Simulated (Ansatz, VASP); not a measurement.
# Ta2Tl in VASP and in Ansatz

```
Ta Tl
1.0
     4.84854    0.00000    0.00000
    -2.42427    4.19896    0.00000
     0.00000    0.00000    2.95592
Ta Tl
2 1
Direct
  0.33333 0.66667 0.50000
  0.66667 0.33333 0.50000
  0.00000 0.00000 0.00000
```

Alike in both runs: task relaxation of cell and atoms; functional PBE; k mesh 6 × 6 × 6; occupations gaussian, width 0.1 eV; no spin polarisation.

```csv
,VASP,Ansatz
version,VASP 6.6.1,Ansatz 0.2.0
potentials or method,"VASP PAW PBE potentials, release 64 (Ta_pv, Tl_d), cutoff 600 eV","scalar-relativistic, plane waves, PAW"
valence electrons in the cell,35,39
```

Ansatz gave:

| Property | Result |
| --- | --- |
| gap on the k mesh at the Fermi level, each at its own relaxed structure (eV) | none |
| relaxed volume (Å³/atom) | 20.02 |
| relaxed cell length with the largest relative difference (Å) | 4.887 |

Question: Which values does VASP return?

Answer: gap on the k mesh at the Fermi level, each at its own relaxed structure (eV): none; relaxed volume (Å³/atom): 20.05; relaxed cell length with the largest relative difference (Å): 4.889.

A gap of «none» marks a metal or a gap that the smearing closes. VASP's potentials hold 35 valence electrons a cell and Ansatz's 39, so a difference there can come from the potentials and not from the codes.

Neither program's run includes spin-orbit coupling.
